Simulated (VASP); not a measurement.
# Be (P6_3/mmc) in VASP: further runs, part 2 of 2

VASP 6.6.1. The steps go on from the part before.

### 4 Single point, PBEsol (strain +0.025 along x and y, +0.050 along z)

The input, INCAR:

```
ALGO = Normal
EDIFF = 1E-6
ENCUT = 520
GGA = PS
ISIF = 2
ISMEAR = 0
LASPH = True
LCHARG = True
LELF = True
LREAL = False
LVHAR = True
LWAVE = False
NBANDS = 9
NELM = 60
PREC = Accurate
SIGMA = 0.15
```

The input, KPOINTS:

```
k-points
0
Gamma
  24 24 14
```

The input, POSCAR:

```
Be
1.0
    2.3569895345      0.0000000000      0.0000000000
   -1.1784947673      2.0412128133      0.0000000000
    0.0000000000      0.0000000000      3.7809450000
Be
2
Direct
    0.3333333333      0.6666666667      0.2500000000
    0.6666666667      0.3333333333      0.7500000000
```

Potentials or basis: VASP PAW PBE potentials, release 64 (Be).

On the command line:

```sh
$ cat potpaw_PBE.64/Be/POTCAR > POTCAR
$ mpirun -np 1 vasp_std > vasp.out
```

OUTCAR:

```text
EDIFF = 1E-6
   ENCUT = 520
   GGA = PS
   ISIF = 2
   ISMEAR = 0
   LASPH = True
   LREAL = False
   NELM = 60
   PREC = Accurate

 ion  position               nearest neighbor table
   1  0.333  0.667  0.250-   2 2.33   2 2.33   2 2.33   2 2.33   2 2.33   2 2.33
   2  0.667  0.333  0.750-   1 2.33   1 2.33   1 2.33   1 2.33   1 2.33   1 2.33

  LATTYP: Found a hexagonal cell.
 ALAT       =     2.3569895345
 C/A-ratio  =     1.6041416157

  Lattice vectors:

 A1 = (   2.3569895345,   0.0000000000,   0.0000000000)
 A2 = (  -1.1784947673,   2.0412128133,   0.0000000000)
 A3 = (   0.0000000000,   0.0000000000,   3.7809450000)

Analysis of symmetry for initial positions (statically):
=====================================================================
 Subroutine PRICEL returns:
 Original cell was already a primitive cell.

 Routine SETGRP: Setting up the symmetry group for a
 hexagonal supercell.

 Subroutine GETGRP returns: Found 24 space group operations
 (whereof 12 operations were pure point group operations)
 out of a pool of 24 trial point group operations.

The static configuration has the point symmetry D_3d.
 The point group associated with its full space group is D_6h.

Analysis of symmetry for dynamics (positions and initial velocities):
=====================================================================
 Subroutine PRICEL returns:
 Original cell was already a primitive cell.

 Routine SETGRP: Setting up the symmetry group for a
 hexagonal supercell.

 Subroutine GETGRP returns: Found 24 space group operations
 (whereof 12 operations were pure point group operations)
 out of a pool of 24 trial point group operations.

The dynamic configuration has the point symmetry D_3d.
 The point group associated with its full space group is D_6h.

 Subroutine INISYM returns: Found 24 space group operations
 (whereof 12 operations are pure point group operations),
 and found     1 'primitive' translations

----------------------------------------------------------------------------------------

                                     Primitive cell

  volume of cell :      18.1906

  direct lattice vectors                    reciprocal lattice vectors
     2.356989534  0.000000000  0.000000000     0.424270021  0.244952411  0.000000000
    -1.178494767  2.041212813  0.000000000     0.000000000  0.489904822  0.000000000
     0.000000000  0.000000000  3.780945000     0.000000000  0.000000000  0.264484144

  length of vectors
     2.356989534  2.356989534  3.780945000     0.489904822  0.489904822  0.264484144

  position of ions in fractional coordinates (direct lattice)
     0.333333333  0.666666667  0.250000000
     0.666666667  0.333333333  0.750000000

  ion indices of the primitive-cell ions
   primitive index   ion index
                 1           1
                 2           2

----------------------------------------------------------------------------------------

 KPOINTS: k-points

Automatic generation of k-mesh.
 Grid dimensions read from file:
 generate k-points for:   24   24   14

 Generating k-lattice:

  Cartesian coordinates                     Fractional coordinates (reciprocal lattice)
     0.017677918  0.010206350  0.000000000     0.041666667 -0.000000000  0.000000000
     0.000000000  0.020412701  0.000000000     0.000000000  0.041666667  0.000000000
     0.000000000  0.000000000  0.018891725     0.000000000  0.000000000  0.071428571

  Length of vectors
     0.020412701  0.020412701  0.018891725

  Shift w.r.t. Gamma in fractional coordinates (k-lattice)
     0.000000000  0.000000000  0.000000000

 Subroutine IBZKPT returns following result:
 ===========================================

 Found    488 irreducible k-points:

 Following reciprocal coordinates:
            Coordinates               Weight
  0.000000  0.000000  0.000000      1.000000
  0.041667  0.000000  0.000000      6.000000
  0.083333 -0.000000  0.000000      6.000000
  0.125000  0.000000  0.000000      6.000000
  0.166667 -0.000000  0.000000      6.000000
  0.208333  0.000000  0.000000      6.000000
[... 16 lines left out ...]
  0.416667  0.041667  0.000000     12.000000
  0.458333  0.041667  0.000000     12.000000
 [... further k-points ...]
   k-points           NKPTS =    488   k-points in BZ     NKDIM =    488   number of bands    NBANDS=      9
   number of dos      NEDOS =    301   number of ions     NIONS =      2
   total plane-waves  NPLWV =   9072
   dimension x,y,z NGX =    18 NGY =   18 NGZ =   28
   dimension x,y,z NGXF=    36 NGYF=   36 NGZF=   56
   ions per type =               2
   NGX,Y,Z   is equivalent  to a cutoff of  12.70, 12.70, 12.31 a.u.
   NGXF,Y,Z  is equivalent  to a cutoff of  25.39, 25.39, 24.62 a.u.
 SYSTEM =  unknown system
   PREC   = accura    normal or accurate (medium, high low for compatibility)
   ISTART =      0    job   : 0-new  1-cont  2-samecut
   ICHARG =      2    charge: 1-file 2-atom 10-const
   ISPIN  =      1    spin polarized calculation?
   LNONCOLLINEAR =      F non collinear calculations
   LSORBIT =      F    spin-orbit coupling
   LASPH  =      T    aspherical Exc in radial PAW
   ENCUT  =  520.0 eV  38.22 Ry    6.18 a.u.   4.38  4.38  7.03*2*pi/ulx,y,z
   NELM   =     60;   NELMIN=  2; NELMDL= -5     # of ELM steps
   EDIFF  = 0.1E-05   stopping-criterion for ELM
   LREAL  =      F    real-space projection
   EDIFFG = 0.1E-04   stopping-criterion for IOM
   NSW    =      0    number of steps for IOM
   IBRION =     -1    ionic relax: 0-MD 1-quasi-New 2-CG
   NFREE  =      0    steps in history (QN), initial steepest desc. (CG)
   ISIF   =      2    stress and relaxation
   ISYM   =      2    0-nonsym 1-usesym 2-fastsym
   POTIM  = 0.5000    time-step for ionic-motion
   TEBEG  =    0.0;   TEEND  =   0.0 temperature during run
   PSTRESS=    0.0 pullay stress
   NELECT =       4.0000    total number of electrons
   NUPDOWN=      -1.0000    fix difference up-down
   EMIN   =  10.00;   EMAX   =-10.00  energy-range for DOS
   EFERMI =   0.00;   METHOD = LEGACY
   ISMEAR =     0;   SIGMA  =   0.15  broadening in eV -4-tet -1-fermi 0-gaus
   EFERMI_NEDOS =   21; number of points for ismear=-14 and -15
   IALGO  =     38    algorithm
   IMIX   =      4    mixing-type and parameters
     AMIX     =   0.40;   BMIX     =  1.00
     AMIX_MAG =   1.60;   BMIX_MAG =  1.00
  volume/ion in A,a.u.               =       9.10        61.38
  Fermi-wavevector in a.u.,A,eV,Ry     =   0.988127  1.867289 13.284658  0.976395
  Thomas-Fermi vector in A             =   2.119631
   LORBIT       =      0    0 simple, 1 ext, 2 COOP (PROOUT), +10 PAW based schemes
   GGA     = PS    functional components
   LHFCALC =     F    Hartree Fock is set to
   AEXX    =    0.0000 exact exchange contribution
   IVDW    =     0    specifies the selected vdW correction
   LEPSILON=     F    determine dielectric tensor
   LRPA    =     F    only Hartree local field effects (RPA)
 non-spin polarized calculation
 Gauss-broadening in eV      SIGMA  =   0.15
  energy-cutoff  :      520.00
  volume of cell :       18.19
 maximum number of plane-waves:       513
 NGX is ok and might be reduce to    18
   NGX =  9   NGY =  9   NGZ = 15

 number of electron       4.0000000 magnetization

 Free energy of the ion-electron system (eV)
  ---------------------------------------------------
  ext. energy  EPLUGINS =         0.00000000
  ---------------------------------------------------
  free energy    TOTEN  =        -7.86815436 eV

  energy without entropy =       -7.86561644  energy(sigma->0) =       -7.86688540

 E-fermi :   5.9809     XC(G=0): -10.1585

 val. band max:        5.9741292464   @ k =   0.2917   0.2917   0.0714
 cond. band min:       6.0058447162   @ k =   0.2917   0.2500   0.0000
 fundamental gap:      0.0317154698
 Fermi energy:         5.9808657781

 k-point     1 :       0.0000    0.0000    0.0000
  band No.  band energies     occupation
      1      -4.6616      2.00000
      2       1.7957      2.00000
      3       6.3113      0.00183
      4      20.5846      0.00000
      5      20.5846      0.00000
      6      23.0606      0.00000
      7      23.0606      0.00000
      8      24.2328      0.00000
      9      30.9977      0.00000
[... 265 lines left out ...]
 k-point    24 :       0.4583    0.0417    0.0000
  band No.  band energies     occupation
      1       1.3275      2.00000
      2       3.2143      2.00000
      3       9.0872      0.00000
      4      11.5546      0.00000
      5      12.0867      0.00000
      6      13.6582      0.00000
      7      15.6569      0.00000
      8      20.9809      0.00000
      9      23.8258      0.00000

 [... further k-points ...]
[... 5 lines left out ...]
  --------------------------------------------------------------------------------------
  -------------------------------------------------------------------------------------
  Total       -1.3678965     -1.3678965     -2.1413818      0.0000000     -0.0000000      0.0000000
  in kB     -120.4807097   -120.4807097   -188.6072488      0.0000000     -0.0000000      0.0000000
  external PRESSURE =    -143.1895561 kB  Pullay stress =       0.0000000 kB

 VOLUME and BASIS-vectors are now :
 -----------------------------------------------------------------------------
  energy-cutoff  :      520.00
  volume of cell :       18.19
      direct lattice vectors                 reciprocal lattice vectors
     2.356989534  0.000000000  0.000000000     0.424270021  0.244952411  0.000000000
    -1.178494767  2.041212813  0.000000000     0.000000000  0.489904822  0.000000000
     0.000000000  0.000000000  3.780945000     0.000000000  0.000000000  0.264484144

 POSITION                                       TOTAL-FORCE (eV/Angst)
 -----------------------------------------------------------------------------------
     -0.00000      1.36081      0.94524        -0.000000      0.000000      0.000000
      1.17849      0.68040      2.83571         0.000000     -0.000000      0.000000
 -----------------------------------------------------------------------------------
    total drift:                                0.000000     -0.000000      0.000000

  FREE ENERGIE OF THE ION-ELECTRON SYSTEM (eV)
  ---------------------------------------------------
  free  energy   TOTEN  =        -7.8681543587 eV

  energy  without entropy=       -7.8656164385  energy(sigma->0) =       -7.86688540
```

It took 26 s on 1 thread of AMD EPYC 9R45 (Zen 5), shared host; peak memory 0.14 GiB.

What came out:

- Free energy: -7.8682 eV
- Pressure: -14.3 GPa
- Band gap on the k mesh: zero (band 2 reaches 6.83 eV, above the bottom of band 3 at 5.03 eV)

Stress tensor (GPa, compression positive):
```
-12.05   0.00   0.00
  0.00 -12.05   0.00
  0.00   0.00 -18.86
```

Caveat: the cell differs from its parent crystal (strain +0.025 along x and y, +0.050 along z); the PAW data sets were made with another functional, which shifts forces and pressure a little.

### 5 The runs side by side

```tsv
cell	gap on the mesh (eV)	pressure (GPa)
a = 2.357, b = 2.357, c = 3.691 Å, angles 90.0, 90.0, 120.0°, 2 atoms	none	-12.3
a = 2.414, b = 2.414, c = 3.601 Å, angles 90.0, 90.0, 120.0°, 2 atoms	none	-13.4
a = 2.357, b = 2.357, c = 3.781 Å, angles 90.0, 90.0, 120.0°, 2 atoms	none	-14.3
```

Alike in all rows: task single point; level PBEsol; potentials or basis VASP PAW PBE potentials, release 64 (Be); no spin polarisation; k mesh 24 × 24 × 14; cutoff (eV) 520; smearing gaussian 0.15 eV.

Caveats: the PAW data sets were made with another functional, which shifts forces and pressure a little.

Absolute energies hang on the potentials; compare differences alone.
